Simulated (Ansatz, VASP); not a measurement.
**Sb in VASP and in Ansatz**

Contents of INCAR:

```
PREC     = Accurate       # precision mode
ENCUT    = 520            # plane-wave cutoff, eV
EDIFF    = 1E-8           # SCF threshold, eV
ISMEAR   = -1             # smearing method
SIGMA    = 0.03           # smearing width, eV
LREAL    = False          # projectors in reciprocal space
LASPH    = True           # aspherical terms in the spheres
NELM     = 60             # most SCF steps
ALGO     = Normal         # electronic algorithm
ISIF     = 2              # what is computed and relaxed
LWAVE    = False          # write WAVECAR
LCHARG   = False          # write CHGCAR
LEFG     = True         
NBANDS   = 12             # bands
```

The input KPOINTS:

```
regular mesh
0
Gamma
  12 12 7
```

File POSCAR:

```
Sb
1.0
    3.3577325362      0.0000000000      0.0000000000
   -1.6788662682      2.9078816755      0.0000000000
    0.0000000000      0.0000000000      5.3121737799
Sb
2
Direct
    0.3333333333      0.6666666667      0.2500000000
    0.6666666667      0.3333333333      0.7500000000
```

Input for Ansatz:

```yaml
crystal:
  lattice:
    - [3.3577325362, 0.0, 0.0]
    - [-1.6788662682, 2.9078816755, 0.0]
    - [0.0, 0.0, 5.3121737799]
  atoms:
    - { symbol: Sb, position: [0.3333333333, 0.6666666667, 0.25] }
    - { symbol: Sb, position: [0.6666666667, 0.3333333333, 0.75] }
kpoints:
  mp_grid: { grid: [12, 12, 7] }
scf:
  occupations: { method: fermi_dirac, width: 0.03 }
hamiltonian:
  xc: lda
  pseudopotentials: { kind: all_electron, datasets: crystal }
output:
  forces: true
  stress: true
  eigenvalues: true
  efg: { contact_densities: true }
```

Change from the starting cell: volume scaled by 0.99, crystal datasets.

Alike in both runs: task electric field gradients; functional LDA; k mesh 12 × 12 × 7; occupations fermi-dirac, width 0.03 eV; no spin polarisation.

|  | VASP | Ansatz |
| --- | --- | --- |
| version | VASP 6.6.1 | Ansatz 0.2.0 |
| potentials or method | VASP PAW LDA potentials, release 64 (Sb), cutoff 520 eV | all-electron PAW with datasets made for the crystal, scalar-relativistic |

Ansatz gave:

| Quantity | Value |
| --- | --- |
| pressure (GPa) | -0.7 |
| traceless stress, the component that is largest in VASP (GPa) | -1.04 |
| size of Vzz on the site where it differs most (V/Å²) | 25.9 |

Task: Which values does VASP return?

Result: Pressure (GPa): -0.6; traceless stress, the component that is largest in VASP (GPa): -1.05; size of Vzz on the site where it differs most (V/Å²): 23.8.

LDA's correlation is that of Perdew and Zunger in VASP and of Perdew and Wang (1992) in Ansatz. Ansatz ran all-electron here, and VASP with PAW potentials.

Spin-orbit coupling is off throughout.
